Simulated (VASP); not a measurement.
A run of VASP 6.6.1 is set up as follows.

INCAR

```
PREC     = Accurate       # precision mode
ENCUT    = 520            # plane-wave cutoff, eV
EDIFF    = 1E-6           # SCF threshold, eV
ISMEAR   = 0              # smearing method
SIGMA    = 0.028999999999999998 # smearing width, eV
LREAL    = F              # projectors in reciprocal space
LASPH    = T              # aspherical terms in the spheres
NELM     = 100            # most SCF steps
ALGO     = Normal         # electronic algorithm
ISIF     = 2              # what is computed and relaxed
LWAVE    = F              # write WAVECAR
LCHARG   = F              # write CHGCAR
GGA      = PE             # functional
NBANDS   = 17             # bands
```

The input KPOINTS:

```
Automatic mesh
0
Gamma
  8 8 8
```

POSCAR

```
PbS
1.0
    0.0000000000      2.9657500000      2.9657500000
    2.9657500000      0.0000000000      2.9657500000
    2.9657500000      2.9657500000      0.0000000000
Pb S
1 1
Direct
    0.0000000000      0.0000000000      0.0000000000
    0.5000000000      0.5000000000      0.5000000000
```

Potentials or basis: VASP PAW PBE potentials, release 64 (Pb_d, S).

The run is started by

```console
$ cat potpaw_PBE.64/Pb_d/POTCAR potpaw_PBE.64/S/POTCAR > POTCAR
$ mpirun -np 1 vasp_std > vasp.out
```

Task: Estimate the band gap on the k mesh.

Result: 0.36 eV, direct.

Task: What does it give for the pressure?

Result: 2.1 GPa.

Caveat: spin-orbit coupling is left out, which moves the levels of the heavy elements. A k mesh can miss the band edges.
